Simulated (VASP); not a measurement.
Write the native input for VASP 6.6.1 that does the following.

```
Task                   : single point
Functional             : PBE
Potentials or basis    : VASP PAW PBE potentials, release 64 (C, Si)
Cutoff                 : 520 eV
k mesh                 : 3 × 3 × 2, shifted
Occupations            : gaussian, width 0.1 eV
Spin                   : no spin polarisation
Dipole correction      : no
Further INCAR settings : LREAL = Auto; ALGO = Normal; EDIFF = 1e-06; NBANDS = 66; ISYM = 0
```

The structure of SiC7 lies in POSCAR:

```
SiC7
1.0
   -3.8498500002     -3.8498150875      0.0001439951
    0.0214141290      3.8282569634      3.7991324115
   -3.8036601167      3.8037691990     -3.7960587761
C Si
21 3
Direct
    0.5229611590     -0.0204501459      1.0170751296
   -0.0426573751      0.9796151164      0.0170406256
    0.8359903531      0.1714077180      0.6684130735
    0.6828929720      0.3405371678      0.3330695927
    0.1581969449      0.3405256616      0.3330811085
    0.0008233422      0.5011206675     -0.0086069498
    0.8484291641      0.6707712156      0.6575195543
    0.3228974763      0.6707545307      0.6575110888
    0.6684870092      0.8364334879      0.3581150132
    0.1603387970      0.8201288991      0.3222117466
    0.8305974990      0.1605383215      0.9189099320
    0.7050419060      0.3508244076      0.5721694309
    0.1463348204      0.3507968024      0.5721872613
    0.5077603393      0.5150022221      0.2859850356
    1.0016649191      0.5027750611      0.2335395508
    0.3117099640      0.6684596045      0.8995548515
    0.8572881410      0.6685187546      0.8995781312
    0.6711115911      0.8416292321      0.5890339359
    0.1544546567      0.8083062755      0.5555176536
    0.5087271801     -0.0076749553      0.2574327468
   -0.0158057404     -0.0076488815      0.2574139691
    0.3367838261      0.1729610455      0.6329591025
    0.5194044553      0.5382842686      1.0131147713
    0.3084758625      0.1161955214      0.9443885879
```

One way to write it, as run:

INCAR

```
SYSTEM = SiC7
PREC = Accurate
ENCUT = 520
EDIFF = 1E-6
ISMEAR = 0
SIGMA = 0.1
LREAL = Auto
LASPH = .True.
NELM = 60
ALGO = Normal
ISIF = 2
LWAVE = .False.
LCHARG = .False.
GGA = PE
NBANDS = 66
ISYM = 0
```

KPOINTS

```
Automatic mesh
0
Gamma
  3 3 2
  0 0 0.5
```

Potentials or basis: VASP PAW PBE potentials, release 64 (C, Si).

Launch:

```console
$ cat potpaw_PBE.64/C/POTCAR potpaw_PBE.64/Si/POTCAR > POTCAR
$ mpirun -np 1 vasp_std > vasp.out
```

Results of the run:

- Pressure: 0.0 GPa
- Largest force: 0.034 eV/Å
- Band gap on the k mesh: 1.23 eV (least direct gap 1.43 eV)

Caveat: the k points lie up to 0.48 Å⁻¹ apart; a shifted mesh leaves out Γ, where band edges can lie.

Wall time 3.8 min on 1 thread of Intel(R) Xeon(R) Platinum 8259CL CPU @ 2.50GHz (Skylake/Cascade Lake), on a shared host, peak memory 0.28 GiB.
